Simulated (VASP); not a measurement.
SiO2: single point with r2SCAN

The system is SiO2.

```xyz
6
Lattice="-2.4707 2.4707 3.6575 2.4707 -2.4707 3.6575 2.4707 2.4707 -3.6575" Properties=species:S:1:pos:R:3 pbc="T T T"
Si    0.0000    0.0000    0.0000
Si    0.0000    2.4707    1.8287
O     1.2354    2.9588    2.7431
O     0.4881    1.2354    0.9144
O    -1.2354    1.9826    2.7431
O    -0.4881    3.7061    0.9144
```

| Item | Value |
| --- | --- |
| Program | VASP 6.6.1 |
| Task | single point |
| Functional | r2SCAN |
| Potentials or basis | VASP PAW PBE potentials, release 64 (Si, O) |
| Cutoff | 660 eV |
| k mesh | 8 × 8 × 8 |
| Occupations | gaussian, width 0.02 eV |
| Spin | no spin polarisation |

| Item | Value |
| --- | --- |
| Pressure | -0.1 GPa |
| Largest force | 0.006 eV/Å |
| Band gap on the k mesh | 6.56 eV |

Forces on the atoms (eV/Å):
```
Si   0.000  0.000  0.000
Si   0.000  0.000  0.000
O    0.000 -0.006  0.000
O   -0.006  0.000  0.000
O    0.000  0.006  0.000
O    0.006  0.000  0.000
```

Levels at points of the mesh, in eV from the valence-band top:
```
           k point  band 12  band 13  band 14  band 15  band 16  band 17  band 18  band 19  band 20  band 21
(0.00, 0.00, 0.00)    -1.62    -1.57    -0.71     0.00     0.00     6.56     9.70    11.74    11.76    11.76
(0.50, 0.00, 0.00)    -1.64    -1.50    -0.79    -0.49    -0.15     9.08     9.61    10.52    11.19    11.84
(0.50, 0.50, 0.00)    -2.09    -0.98    -0.98    -0.34    -0.34     9.88     9.89    11.22    11.22    12.09
(0.50, 0.50, 0.50)    -2.09    -1.50    -1.50    -0.31    -0.31     9.64     9.64    11.11    11.11    12.71
```

Run time: 14 min on 1 thread of Oxide Virtual Turin-like Processor, with other jobs on the host, peak memory 0.32 GiB.

Caveat: the PAW data sets were made with another functional, which shifts forces and pressure a little. A k mesh can miss the band edges.
